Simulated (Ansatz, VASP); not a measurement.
**KI in VASP and in Ansatz**

The input INCAR:

```
ALGO = Normal
EDIFF = 1E-7
ENCUT = 520
ISIF = 2
ISMEAR = 0
LASPH = True
LCHARG = False
LREAL = False
LWAVE = False
NBANDS = 15
NELM = 100
PREC = Accurate
SIGMA = 0.01
```

Contents of KPOINTS:

```
k-points
0
Gamma
  6 6 6
```

POSCAR

```
KI
1.0
    4.2909468193      0.0000000000      0.0000000000
    0.0000000000      4.2909468193      0.0000000000
    0.0000000000      0.0000000000      4.2909468193
K I
1 1
Direct
    0.0000000000      0.0000000000      0.0000000000
    0.5000000000      0.5000000000      0.5000000000
```

Input for Ansatz:

```yaml
crystal:
  lattice:
    - [4.2909468193, 0.0, 0.0]
    - [0.0, 4.2909468193, 0.0]
    - [0.0, 0.0, 4.2909468193]
  atoms:
    - { symbol: K, position: [0.0, 0.0, 0.0] }
    - { symbol: I, position: [0.5, 0.5, 0.5] }
kpoints:
  mp_grid: { grid: [6, 6, 6] }
  band_path:
    path:
      - [0.0, 0.0, 0.0]
      - [0.0, 0.5, 0.0]
      - [0.5, 0.5, 0.0]
      - [0.5, 0.5, 0.5]
      - [0.0, 0.5, 0.5]
    npoints: 1
hamiltonian:
  xc: lda
scf:
  occupations: { method: fixed }
  n_extra_bands: 4
output:
  forces: true
  stress: true
  eigenvalues: true
```

Alike in both runs: task single point; functional LDA; k mesh 6 × 6 × 6; no spin polarisation.

|  | VASP | Ansatz |
| --- | --- | --- |
| version | VASP 6.6.1 | Ansatz 0.2.0 |
| potentials or method | VASP PAW LDA potentials, release 64 (K_sv, I) | plane waves, PAW |
| plane-wave cutoff (eV) | 520 | 420 |
| occupations | gaussian, width 0.01 eV | fixed |
| valence electrons in the cell | 16 | 26 |

Ansatz gave:

- gap on the k mesh at the Fermi level (eV): 2.99
- pressure (GPa): -1.7

**Question.** Estimate VASP's values.

**Answer.** gap on the k mesh at the Fermi level (eV): 3.00; pressure (GPa): -1.7.

LDA's correlation is that of Perdew and Zunger in VASP and of Perdew and Wang (1992) in Ansatz. VASP's potentials hold 16 valence electrons a cell and Ansatz's 26, so a difference there can come from the potentials and not from the codes.

Spin-orbit coupling is off throughout.
